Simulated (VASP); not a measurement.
Runs of VASP 6.6.1 on ZrRh3. The structure is that of space group Pm-3m (No. 221), or close to it. The cells are those of the table. 

```csv
task,cell,cutoff (eV),smearing,gap on the mesh (eV),pressure (GPa)
single point,"a = 3.853 Å, 4 atoms",520,fermi-dirac 0.15 eV,none,(a)
single point,"a = 3.904 Å, 4 atoms",520,fermi-dirac 0.15 eV,none,-4.1
single point,"a = 3.876 Å, 4 atoms",520,gaussian 0.1 eV,none,0.7
relaxation of cell and atoms,"relaxed from a = 3.875 Å, 4 atoms",600,gaussian 0.1 eV,none,0.0
single point,"a = 3.879 Å, 4 atoms",520,fermi-dirac 0.15 eV,none,0.7
single point,"a = 3.841 Å, 4 atoms",520,fermi-dirac 0.15 eV,none,8.9
```

Alike in all rows: level LDA; potentials or basis VASP PAW LDA potentials, release 64 (Zr_sv, Rh_pv); no spin polarisation; k mesh 12 × 12 × 12.

Task: Fill in the values left out.

Result: (a) 6.2.

Caveats: the cell stands under pressure (at least some runs); the cell stands under tension (at least some runs).

A k mesh can miss the band edges, and the runs leave out spin-orbit coupling on Rh, Zr.

A gap of «none» marks levels without a gap at the run's occupations.
